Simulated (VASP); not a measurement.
# Sr2Li3Mo (P6/mmm) in VASP: a series of runs, part 2 of 2

VASP 6.6.1. Earlier steps stand in the parts before.

### Step 4. Single point, PBE, collinear spin

This run uses another cell than the first one, of 51.51 Å³/atom.

Input file INCAR:

```
PREC = Accurate
ENCUT = 520
EDIFF = 1E-6
ISMEAR = 0
SIGMA = 0.1
LREAL = False
LASPH = True
NELM = 150
ALGO = Normal
ISIF = 2
LWAVE = False
LCHARG = False
ISPIN = 2
MAGMOM = 0 0 0 0 0 1
LORBIT = 11
LMAXMIX = 4
GGA = PE
NBANDS = 34
```

Input file KPOINTS:

```
regular mesh
0
Gamma
  6 6 2
```

Input file POSCAR:

```
Sr2Li3Mo
1.0
    5.6533900622      0.0000000000      0.0000000000
   -2.8266950311      4.8959794114      0.0000000000
    0.0000000000      0.0000000000     11.1656576609
Li Sr Mo
3 2 1
Direct
    0.0000000000      0.0000000000      0.2269149345
    0.0000000000      0.0000000000      0.7730850655
    0.0000000000      0.0000000000      0.5000000000
    0.3333333333      0.6666666667      0.0000000000
    0.6666666667      0.3333333333      0.0000000000
    0.0000000000      0.0000000000      0.0000000000
```

Potentials or basis: VASP PAW PBE potentials, release 64 (Li_sv, Sr_sv, Mo_sv).

The run is started by

```bash
$ cat potpaw_PBE.64/Li_sv/POTCAR potpaw_PBE.64/Sr_sv/POTCAR potpaw_PBE.64/Mo_sv/POTCAR > POTCAR
$ mpirun -np 1 vasp_std > vasp.out
```

OUTCAR:

```text
PREC = Accurate
   ENCUT = 520
   EDIFF = 1E-6
   ISMEAR = 0
   LREAL = False
   LASPH = True
   NELM = 150
   ISIF = 2
   ISPIN = 2
   LORBIT = 11
   GGA = PE

 ion  position               nearest neighbor table
   1  0.000  0.000  0.227-   6 2.53
   2  0.000  0.000  0.773-   6 2.53
   3  0.000  0.000  0.500-
   4  0.333  0.667  0.000-   5 3.26   6 3.26   5 3.26   6 3.26   6 3.26   5 3.26
   5  0.667  0.333  0.000-   4 3.26   6 3.26   4 3.26   6 3.26   6 3.26   4 3.26
   6  0.000  0.000  0.000-   1 2.53   2 2.53   4 3.26   5 3.26   5 3.26   4 3.26   5 3.26   4 3.26

  LATTYP: Found a hexagonal cell.
 ALAT       =     5.6533900622
 C/A-ratio  =     1.9750375506

  Lattice vectors:

[... 1231 lines left out ...]
      0.00000      0.00000      2.53365        -0.000000      0.000000      0.112276
      0.00000      0.00000      8.63200         0.000000     -0.000000     -0.112276
      0.00000      0.00000      5.58283         0.000000      0.000000     -0.000000
     -0.00000      3.26399      0.00000        -0.000000      0.000000     -0.000000
      2.82670      1.63199      0.00000         0.000000     -0.000000     -0.000000
      0.00000      0.00000      0.00000         0.000000      0.000000     -0.000000
 -----------------------------------------------------------------------------------
    total drift:                               -0.000000      0.000000      0.000000

  FREE ENERGIE OF THE ION-ELECTRON SYSTEM (eV)
  ---------------------------------------------------
  free  energy   TOTEN  =       -13.0403063505 eV

  energy  without entropy=      -13.0008122708  energy(sigma->0) =      -13.02055931

 total charge

# of ion       s       p       d       tot
------------------------------------------
    1        2.033   0.035   0.000   2.068
    2        2.033   0.035   0.000   2.068
    3        2.030   0.007   0.000   2.037
    4        2.067   5.707   0.286   8.060
    5        2.067   5.707   0.286   8.060
    6        2.368   6.001   4.018  12.388
--------------------------------------------------
tot         12.598  17.493   4.590  34.680

 magnetization (x)

# of ion       s       p       d       tot
------------------------------------------
    1        0.009   0.008   0.000   0.017
    2        0.009   0.008   0.000   0.017
    3        0.007   0.000   0.000   0.007
    4       -0.003   0.015  -0.004   0.008
    5       -0.003   0.015  -0.004   0.008
    6        0.049   0.026   2.205   2.279
--------------------------------------------------
tot          0.068   0.071   2.197   2.335
```

OSZICAR:

```text
N       E                     dE             d eps       ncg     rms          rms(c)
DAV:   1     0.349171221577E+03    0.34917E+03   -0.18498E+04  1984   0.110E+03
DAV:   2     0.207463142611E+02   -0.32842E+03   -0.31546E+03  2204   0.307E+02
DAV:   3    -0.125488028352E+02   -0.33295E+02   -0.32284E+02  3362   0.685E+01
[... 13 lines left out ...]
DAV:  81    -0.130394926998E+02    0.56689E-03   -0.12165E-04  1908   0.272E-02    0.911E-02
DAV:  82    -0.130400235546E+02   -0.53085E-03   -0.90358E-05  1908   0.229E-02    0.872E-02
DAV:  83    -0.130401809995E+02   -0.15744E-03   -0.27861E-05  2274   0.795E-03    0.835E-02
DAV:  84    -0.130403063299E+02   -0.12533E-03   -0.19752E-05  1932   0.698E-03    0.805E-02
DAV:  85    -0.130403063505E+02   -0.20609E-07   -0.47205E-06  2110   0.418E-03
   1 F= -.13040306E+02 E0= -.13020559E+02  d E =-.394941E-01  mag=     3.0485
```

Run time: 13 min. Hardware: 1 thread of Intel Xeon 6975P-C (Granite Rapids), shared host; peak memory 0.68 GiB.

What came out:

```yaml
Free_energy: -13.0403 eV
Largest_force: 0.112 eV/Å
Net_moment: 3.05 μB per cell
Site_moments: Li +0.02, +0.01 (each value once); Sr +0.01; Mo +2.28 μB
Valence_electrons_inside_the_program's_atomic_spheres: Li 2.07, 2.04 (each value once); Sr 8.06; Mo 12.39
```

Forces on the atoms (eV/Å):
```
Li   0.000  0.000  0.112
Li   0.000  0.000 -0.112
Li   0.000  0.000  0.000
Sr   0.000  0.000  0.000
Sr   0.000  0.000  0.000
Mo   0.000  0.000  0.000
```

Levels at points of the mesh, in eV from the Fermi level:
Spin up:
```csv
k point,band 20,band 21,band 22,band 23,band 24,band 25,band 26,band 27
"(0.00, 0.00, 0.00)",-0.79,-0.64,-0.64,-0.63,0.87,0.87,1.43,1.93
"(0.50, 0.00, 0.00)",-0.99,-0.95,-0.85,-0.16,-0.03,1.03,1.24,1.45
"(0.00, 0.00, 0.50)",-0.79,-0.64,-0.64,0.23,0.40,0.87,0.87,2.19
"(0.50, 0.00, 0.50)",-1.00,-0.95,-0.82,-0.43,0.56,0.94,0.97,1.26
```
Spin down:
```tsv
k point	band 16	band 17	band 18	band 19	band 20	band 21	band 22	band 23	band 24	band 25
(0.00, 0.00, 0.00)	-2.93	-0.87	-0.56	0.24	0.24	0.40	0.90	0.90	1.28	1.28
(0.50, 0.00, 0.00)	-1.35	-0.72	-0.62	-0.25	-0.23	0.01	0.17	0.54	0.87	1.15
(0.00, 0.00, 0.50)	-2.92	-1.13	-0.14	0.24	0.24	0.63	0.90	0.90	0.90	1.29
(0.50, 0.00, 0.50)	-1.34	-0.68	-0.61	-0.29	-0.28	-0.26	0.54	0.79	0.80	1.22
```

Caveat: the cutoff is under 1.25 times the usual one of these potentials, so pressure, stress and relaxed cells hold a basis-set (Pulay) error.

### Step 5. The runs side by side

| task | spin | cell | cutoff (eV) | gap on the mesh (eV) | largest force (eV/Å) |
| --- | --- | --- | --- | --- | --- |
| single point | off | a = 4.531, b = 4.531, c = 7.690 Å, angles 90.0, 90.0, 120.0°, 6 atoms, atomic positions A | 520 | none | 5.06 |
| relaxation of cell and atoms | off | relaxed from a = 4.531, b = 4.531, c = 7.690 Å, angles 90.0, 90.0, 120.0°, 6 atoms, atomic positions A | 600 | none | 0.02 |
| single point | collinear | a = 5.653, b = 5.653, c = 11.166 Å, angles 90.0, 90.0, 120.0°, 6 atoms, atomic positions B | 520 | none | 0.11 |

Alike in all rows: level PBE; potentials or basis VASP PAW PBE potentials, release 64 (Li_sv, Sr_sv, Mo_sv); k mesh 6 × 6 × 2; smearing gaussian 0.1 eV.

Caveats: some runs use coarse meshes; the cutoff is under 1.25 times the usual one of these potentials, so pressure, stress and relaxed cells hold a basis-set (Pulay) error; atoms lie so close that the PAW spheres overlap strongly, which falsifies energies and pressures (at least some runs); forces of over 1 eV/Å act on the atoms, so gaps and moduli don't describe the material at rest (at least some runs); the volume moved by over 15 % at a fixed basis, so the end points are rough (at least some runs).

Total energies depend on the potentials used, so only differences within one code and one set of settings carry meaning.
